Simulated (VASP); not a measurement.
Input of a VASP 6.6.1 run:

The input INCAR:

```
ALGO     = Normal         # electronic algorithm
EDIFF    = 1E-6           # SCF threshold, eV
ENCUT    = 520            # plane-wave cutoff, eV
GGA      = CA             # functional
ISIF     = 2              # what is computed and relaxed
ISMEAR   = 0              # smearing method
LASPH    = T              # aspherical terms in the spheres
LCHARG   = T              # write CHGCAR
LELF     = T              # ELF
LREAL    = F              # projectors in reciprocal space
LVHAR    = T            
LWAVE    = F              # write WAVECAR
NBANDS   = 16             # bands
NELM     = 100            # most SCF steps
PREC     = Accurate       # precision mode
SIGMA    = 0.01           # smearing width, eV
```

KPOINTS

```
k-points
0
Gamma
  8 8 8
```

File POSCAR:

```
GaP
1.0
    2.6687301894      2.6687301894      0.0000000000
   -2.6687301894      2.6687301894      0.0000000000
    0.0000000000      2.6687301894      2.7195440630
Ga P
1 1
Direct
    0.0000000000      0.0000000000      0.0000000000
    0.7500000000      0.2500000000      0.5000000000
```

Potentials or basis: VASP PAW LDA potentials, release 64 (Ga_d, P).

Command:

```bash
$ cat potpaw_LDA.64/Ga_d/POTCAR potpaw_LDA.64/P/POTCAR > POTCAR
$ mpirun -np 1 vasp_std > vasp.out
```

Q: Predict the band gap on the k mesh.

A: 1.32 eV, indirect (least direct gap 1.96 eV).

Q: Estimate the pressure.

A: 1.1 GPa.

Stress tensor (GPa, compression positive):
```
1.62 0.00 0.00
0.00 1.62 0.00
0.00 0.00 0.09
```

Caveat: the cell differs from its parent crystal (film at in-plane strain -0.01). A k mesh can miss the band edges.
